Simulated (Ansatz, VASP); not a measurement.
# BP: VASP beside Ansatz

```xyz
2
Lattice="0.0000 2.2009 2.2690 2.2009 0.0000 2.2690 2.2009 2.2009 0.0000" Properties=species:S:1:pos:R:3 pbc="T T T"
B     0.0000    0.0000    0.0000
P     3.3014    3.3014    3.4035
```

Change from the starting cell: equal xx and yy strain of -3 %, PAW files.

Alike in both runs: task electric field gradients; functional LDA; k mesh 15 × 15 × 15; occupations fermi-dirac, width 0.05 eV; no spin polarisation.

|  | VASP | Ansatz |
| --- | --- | --- |
| version | VASP 6.6.1 | Ansatz 0.2.0 |
| potentials or method | VASP PAW LDA potentials, release 64 (B, P) | PAW with Ansatz's default frozen-core files, scalar-relativistic |
| plane-wave cutoff (eV) | 520 | 420 |
| valence electrons in the cell | 8 | 8 |

Ansatz gave:

* pressure (GPa): 5.4
* traceless stress, the component that is largest in VASP (GPa): -5.94
* size of Vzz on the site where it differs most (V/Å²): 0.5

Q: Estimate VASP's values.

A: Pressure (GPa): 5.3; traceless stress, the component that is largest in VASP (GPa): -5.95; size of Vzz on the site where it differs most (V/Å²): 0.3.

LDA's correlation is that of Perdew and Zunger in VASP and of Perdew and Wang (1992) in Ansatz.
